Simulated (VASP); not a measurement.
Bi2Te2O3:

```
Bi Te O
1.0
     2.89002    1.66855    4.64730
    -2.89002    1.66855    4.64730
     0.00000   -3.33711    4.64730
Bi Te O
2 2 3
Direct
  0.21500 0.21500 0.21500
  0.78500 0.78500 0.78500
  0.50000 0.50000 0.50000
  0.00000 0.00000 0.00000
  0.00000 0.50000 0.50000
  0.50000 0.00000 0.50000
  0.50000 0.50000 0.00000
```

The cell was generated, and may not be a known phase.

```yaml
Program: VASP 6.6.1
Task: relaxation of cell and atoms
Functional: PBE
Potentials_or_basis: VASP PAW PBE potentials, release 64 (Bi_d, Te, O)
Cutoff: 600 eV
k_mesh: 3 × 3 × 3
Occupations: gaussian, width 0.15 eV
Spin: no spin polarisation
```

At the start: pressure 0.6 GPa; volume 19.21 Å³/atom.

Question: Where does the relaxation end?

Answer: Over 9 steps the energy falls by 198.0 meV/atom and the volume is 22.28 Å³/atom (+16.0 %); space group R-3m (No. 166, to 0.1 Å) before and after.

Step by step:
```tsv
step	energy change (eV)	largest force (eV/Å)	pressure (GPa)	volume (Å³)
1	0.0000	2.8352	0.55	134.46
2	-0.6759	1.8911	1.80	135.75
3	-1.0869	0.4842	6.44	137.68
4	-1.3560	0.0121	0.56	151.08
5	-1.3650	0.1910	-0.70	155.25
6	-1.3652	0.1635	-0.55	154.74
7	-1.3751	0.0434	-0.11	154.75
8	-1.3808	0.1532	0.64	154.75
9	-1.3858	0.0550	0.28	155.94
```

Final structure:
```
Bi Te O
1.0
     2.94021    1.69753    5.20712
    -2.94021    1.69753    5.20712
     0.00000   -3.39506    5.20712
Bi Te O
2 2 3
Direct
  0.24949 0.24949 0.24949
  0.75051 0.75051 0.75051
  0.50000 0.50000 0.50000
  0.00000 0.00000 0.00000
  0.00000 0.50000 0.50000
  0.50000 0.00000 0.50000
  0.50000 0.50000 0.00000
```

Caveat: the k points lie up to 0.43 Å⁻¹ apart in the final cell; the volume moved by over 15 % at a fixed basis, so the end points are rough; the relaxation stopped at a loose force limit of 0.08 eV/Å, so its end isn't a converged minimum.
